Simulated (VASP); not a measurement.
Wanted: the native input for a VASP 6.6.1 run.

```
Task                   : single point
Functional             : PBEsol
Potentials or basis    : VASP PAW PBE potentials, release 64 (Pd)
Cutoff                 : 520 eV
k mesh                 : 12 × 12 × 12
Occupations            : fermi-dirac, width 0.05 eV
Spin                   : no spin polarisation
Dipole correction      : no
Further INCAR settings : ALGO = Normal; EDIFF = 1e-06; NBANDS = 17
```

The structure of Pd lies in POSCAR:

```
Pd
1.0
    0.0000000000      2.5240469947      2.5240469947
    2.5240469947      0.0000000000      2.5240469947
    2.5240469947      2.5240469947      0.0000000000
Pd
2
Direct
   -0.1250000000     -0.1250000000     -0.1250000000
    0.1250000000      0.1250000000      0.1250000000
```

This cell differs from its parent crystal: volume scaled by 0.7.

One way to write it, as run:

INCAR

```
PREC = Accurate ; ENCUT = 520
EDIFF = 1E-6 ; ISMEAR = -1
SIGMA = 0.05 ; LREAL = F
LASPH = T ; NELM = 80
ALGO = Normal ; ISIF = 2
LWAVE = F ; LCHARG = F
GGA = PS ; NBANDS = 17
```

KPOINTS

```
regular mesh
0
Gamma
  12 12 12
```

Potentials or basis: VASP PAW PBE potentials, release 64 (Pd).

Launch:

```sh
$ cat potpaw_PBE.64/Pd/POTCAR > POTCAR
$ mpirun -np 1 vasp_std > vasp.out
```

Results of the run:

```
Pressure               : 71.8 GPa
Band gap on the k mesh : zero (band 10 reaches 9.52 eV, above the bottom of band 11 at 8.76 eV)
```

Caveat: the PAW data sets were made with another functional, which shifts forces and pressure a little.

It took 29 s on 1 thread of Intel(R) Xeon(R) Platinum 8259CL CPU @ 2.50GHz (Skylake/Cascade Lake), on a shared host, peak memory 0.17 GiB.
